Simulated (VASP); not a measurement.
Set up this calculation in VASP 6.6.1, as the native input.

| Quantity | Value |
| --- | --- |
| Task | dielectric tensor |
| Functional | PBE |
| Potentials or basis | VASP PAW PBE potentials, release 64 (Ga_d, As) |
| Cutoff | 520 eV |
| k mesh | 6 × 6 × 6 |
| Occupations | gaussian, width 0.01 eV |
| Spin | no spin polarisation |
| Dipole correction | no |
| Further INCAR settings | ALGO = Normal; EDIFF = 1e-08 |

The structure of GaAs lies in POSCAR:

```
GaAs
1.0
    0.0000000000      2.8330831922      2.8330831922
    2.8330831922      0.0000000000      2.8330831922
    2.8330831922      2.8330831922      0.0000000000
Ga As
1 1
Direct
    0.0000000000      0.0000000000      0.0000000000
    0.2500000000      0.2500000000      0.2500000000
```

One way to write it, as run:

INCAR

```
SYSTEM = GaAs
PREC     = Accurate       ! precision mode
ENCUT    = 520            ! plane-wave cutoff, eV
EDIFF    = 1E-8           ! SCF threshold, eV
ISMEAR   = 0              ! smearing method
SIGMA    = 0.01           ! smearing width, eV
LREAL    = .FALSE.        ! projectors in reciprocal space
LASPH    = .TRUE.         ! aspherical terms in the spheres
NELM     = 100            ! most SCF steps
ALGO     = Normal         ! electronic algorithm
ISIF     = 2              ! what is computed and relaxed
LWAVE    = .FALSE.        ! write WAVECAR
LCHARG   = .FALSE.        ! write CHGCAR
GGA      = PE             ! functional
LEPSILON = .TRUE.         ! dielectric tensor by DFPT
```

KPOINTS

```
Automatic mesh
0
G
  6 6 6
  0 0 0
```

Potentials or basis: VASP PAW PBE potentials, release 64 (Ga_d, As).

The run is started by

```bash
$ cat potpaw_PBE.64/Ga_d/POTCAR potpaw_PBE.64/As/POTCAR > POTCAR
$ mpirun -np 1 vasp_std > vasp.out
```

It gave:

- Band gap on the k mesh: 0.47 eV, direct
- Electronic dielectric tensor (diagonal): 63.11
- Born charges (mean of the diagonal): Ga +2.64; As -2.64 e

Caveat: the gap is small at this level, which inflates the dielectric constant.

Wall time 6.6 min on 1 thread of AMD EPYC 7R13 (shared host), peak memory 0.2 GiB.
